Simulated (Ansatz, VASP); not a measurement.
## SiC16 in VASP and in Ansatz

Contents of INCAR:

```
SYSTEM = SiC16
PREC = Accurate ; ENCUT = 520
EDIFF = 1E-6 ; ISMEAR = 0
SIGMA = 0.05 ; LREAL = Auto
LASPH = .True. ; NELM = 150
ALGO = Normal ; ISIF = 2
LWAVE = .False. ; LCHARG = .False.
ISPIN = 2 ; MAGMOM = 0 0 0 0 0 0 0 0 0 0 0 0 0 0 0 0 2
LORBIT = 11 ; LDIPOL = .True.
IDIPOL = 3 ; DIPOL = 0.5 0.5 0.310
GGA = PE ; IVDW = 12
NBANDS = 52
```

File KPOINTS:

```
Automatic mesh
0
Gamma
  6 6 1
  0 0 0
```

POSCAR

```
SiC16
1.0
    4.9298676323      0.0000000000      0.0000000000
    0.0000000000      4.4224271195      0.0000000000
    0.0000000000      0.0000000000     22.6937497910
C Si
16 1
Direct
    0.2500000000      0.4155274488      0.1762599851
    0.7500000000      0.4155274488      0.1762599851
    0.0000000000      0.5195584910      0.2001803947
    0.5000000000      0.5195584910      0.2001803947
    0.0000000000      0.7272227621      0.2480852155
    0.5000000000      0.7272227621      0.2480852155
    0.2500000000      0.8312538043      0.2720056251
    0.7500000000      0.8312538043      0.2720056251
    0.2500000000      0.0442051686      0.3198734326
    0.7500000000      0.0442051686      0.3198734326
    0.0000000000      0.1500808487      0.3425973485
    0.5000000000      0.1500808487      0.3425973485
    0.0000000000      0.3779776253      0.3900566375
    0.5000000000      0.3779776253      0.3900566375
    0.2500000000      0.4764186278      0.4095290499
    0.7500000000      0.4764186278      0.4095290499
    0.5000000000      0.7264186278      0.5461305384
```

Input for Ansatz:

```yaml
crystal:
  lattice:
    - [4.9298676323, 0.0, 0.0]
    - [0.0, 4.4224271195, 0.0]
    - [0.0, 0.0, 22.693749791]
  atoms:
    - { symbol: C, position: [0.25, 0.4155274488, 0.1762599851] }
    - { symbol: C, position: [0.75, 0.4155274488, 0.1762599851] }
    - { symbol: C, position: [0.0, 0.519558491, 0.2001803947] }
    - { symbol: C, position: [0.5, 0.519558491, 0.2001803947] }
    - { symbol: C, position: [0.0, 0.7272227621, 0.2480852155] }
    - { symbol: C, position: [0.5, 0.7272227621, 0.2480852155] }
    - { symbol: C, position: [0.25, 0.8312538043, 0.2720056251] }
    - { symbol: C, position: [0.75, 0.8312538043, 0.2720056251] }
    - { symbol: C, position: [0.25, 0.0442051686, 0.3198734326] }
    - { symbol: C, position: [0.75, 0.0442051686, 0.3198734326] }
    - { symbol: C, position: [0.0, 0.1500808487, 0.3425973485] }
    - { symbol: C, position: [0.5, 0.1500808487, 0.3425973485] }
    - { symbol: C, position: [0.0, 0.3779776253, 0.3900566375] }
    - { symbol: C, position: [0.5, 0.3779776253, 0.3900566375] }
    - { symbol: C, position: [0.25, 0.4764186278, 0.4095290499] }
    - { symbol: C, position: [0.75, 0.4764186278, 0.4095290499] }
    - { symbol: Si, position: [0.5, 0.7264186278, 0.5461305384], spin: 2.0 }
basis:
  ecutwfc: 420
kpoints:
  mp_grid: { grid: [6, 6, 1] }
hamiltonian:
  xc: pbe
  pseudopotentials: { kind: paw, azcp: { folder: soft_1 } }
  dispersion: d3bj
scf:
  occupations: { method: gaussian, width: 0.05 }
output:
  forces: true
  eigenvalues: true
  populations: true
magnetization:
  spin_polarized: true
efield:
  axis: 3
  dipole_correction: true
  ramp_width: 0.04
```

Alike in both runs: task single point; functional PBE; dispersion D3(BJ); k mesh 6 × 6 × 1; occupations gaussian, width 0.05 eV; collinear spin.

```csv
,VASP,Ansatz
version,VASP 6.6.1,Ansatz 0.2.0
potentials or method,"VASP PAW PBE potentials, release 64 (C, Si), cutoff 520 eV","scalar-relativistic, plane waves, PAW"
valence electrons in the cell,68,68
```

|  | VASP | Ansatz | Ansatz less VASP |
| --- | --- | --- | --- |
| gap on the k mesh at the Fermi level (eV) | none | none | - |
| rms of the force components (eV/Å) | 0.961 | 1.016 | +0.0548 |
| net moment per atom (μB) | 0.03 | 0.12 | +0.090 |
| size of the moment on the site where the two differ most (μB) | 0.07 | 1.04 | +0.969 |

Site moments also hang on the region over which each program counts them. Atom by atom the forces differ by 0.145 eV/Å (rms over components). A gap of «none» marks a metal or a gap that the smearing closes.
